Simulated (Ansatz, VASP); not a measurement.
**Pt in VASP and in Ansatz**

```
Pt
1.0
     0.00000   -3.12094    3.12094
     3.12094   -3.12094    0.00000
     3.12094    0.00000    3.12094
Pt
4
Direct
  0.00000 0.00000 0.00000
  0.25000 0.25000 0.25000
  0.50000 0.50000 0.50000
  0.75000 0.75000 0.75000
```

Alike in both runs: task single point; functional PBEsol; k mesh 10 × 10 × 10; occupations gaussian, width 0.15 eV; no spin polarisation.

|  | VASP | Ansatz |
| --- | --- | --- |
| version | VASP 6.6.1 | Ansatz 0.2.0 |
| potentials or method | VASP PAW PBE potentials, release 64 (Pt), cutoff 520 eV | scalar-relativistic, plane waves, PAW |
| valence electrons in the cell | 40 | 72 |

```tsv
	VASP	Ansatz	Ansatz less VASP
gap on the k mesh at the Fermi level (eV)	none	none	-
pressure (GPa)	-0.2	0.2	+0.39
```

VASP's potentials were made for PBE, not for PBEsol. A gap of «none» marks a metal or a gap that the smearing closes. VASP's potentials hold 40 valence electrons a cell and Ansatz's 72, so a difference there can come from the potentials and not from the codes.

Spin-orbit coupling is off throughout.
